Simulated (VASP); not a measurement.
Input of a VASP 6.6.1 run:

The input INCAR:

```
SYSTEM = CdSe
ALGO = Normal ; EDIFF = 1E-7
ENCUT = 520 ; GGA = PS
ISIF = 2 ; ISMEAR = -1
LASPH = .TRUE. ; LCHARG = .FALSE.
LREAL = .FALSE. ; LWAVE = .FALSE.
NBANDS = 16 ; NELM = 80
PREC = Accurate ; SIGMA = 0.05
```

The input KPOINTS:

```
k-points
0
G
  8 8 8
  0 0 0
```

The input POSCAR:

```
CdSe
1.0
    0.0000000000      3.1106741371      3.1106741371
    3.1106741371      0.0000000000      3.1106741371
    3.1106741371      3.1106741371      0.0000000000
Cd Se
1 1
Direct
    0.0000000000      0.0000000000      0.0000000000
    0.2500000000      0.2500000000      0.2500000000
```

Potentials or basis: VASP PAW PBE potentials, release 64 (Cd, Se).

Command:

```bash
$ cat potpaw_PBE.64/Cd/POTCAR potpaw_PBE.64/Se/POTCAR > POTCAR
$ mpirun -np 1 vasp_std > vasp.out
```

**Question.** Predict the band gap on the k mesh.

**Answer.** 0.35 eV, direct.

**Question.** Estimate the pressure.

**Answer.** -2.8 GPa.

Caveat: the PAW data sets were made with another functional, which shifts forces and pressure a little.
